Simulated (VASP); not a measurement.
**Hf3Be: single point with PBE**

The system is Hf3Be.

```
Hf Be
1.0
    -2.09200    2.09200    4.35305
     2.09200   -2.09200    4.35305
     2.09200    2.09200   -4.35305
Hf Be
3 1
Cartesian
  0.0000 0.0000 4.3530
  2.0920 0.0000 2.1765
  0.0000 2.0920 2.1765
  0.0000 0.0000 0.0000
```

```yaml
Program: VASP 6.6.1
Task: single point
Functional: PBE
Potentials_or_basis: VASP PAW PBE potentials, release 64 (Hf_pv, Be)
Cutoff: 520 eV
k_mesh: 8 × 8 × 8
Occupations: fermi-dirac, width 0.1 eV
Spin: no spin polarisation
```

* Pressure: -0.2 GPa
* Band gap on the k mesh: zero (band 16 reaches 4.82 eV, above the bottom of band 17 at 4.49 eV)

Stress tensor (GPa, compression positive):
```
-0.48  0.00  0.00
 0.00 -0.48  0.00
 0.00  0.00  0.41
```

Levels at points of the mesh, in eV from the Fermi level:
| k point | band 12 | band 13 | band 14 | band 15 | band 16 | band 17 | band 18 | band 19 | band 20 | band 21 |
| --- | --- | --- | --- | --- | --- | --- | --- | --- | --- | --- |
| (0.00, 0.00, 0.00) | -2.54 | -1.42 | -0.99 | -0.99 | 0.08 | 0.76 | 0.76 | 1.60 | 3.02 | 3.32 |
| (0.50, 0.00, 0.00) | -2.24 | -1.38 | -1.27 | -0.67 | -0.33 | 1.12 | 1.18 | 1.22 | 1.76 | 2.60 |
| (0.50, 0.50, 0.00) | -2.82 | -2.10 | -1.28 | -0.35 | -0.18 | 0.65 | 0.91 | 1.37 | 2.24 | 2.30 |
| (0.50, 0.50, 0.50) | -3.31 | -1.83 | -1.38 | -1.38 | -0.94 | 1.24 | 1.48 | 1.48 | 2.19 | 3.63 |

It took 73 s on 1 thread of Intel(R) Xeon(R) 6975P-C (Granite Rapids) (shared host), peak memory 0.28 GiB.

Caveat: spin-orbit coupling is left out, which moves the levels of the heavy elements.
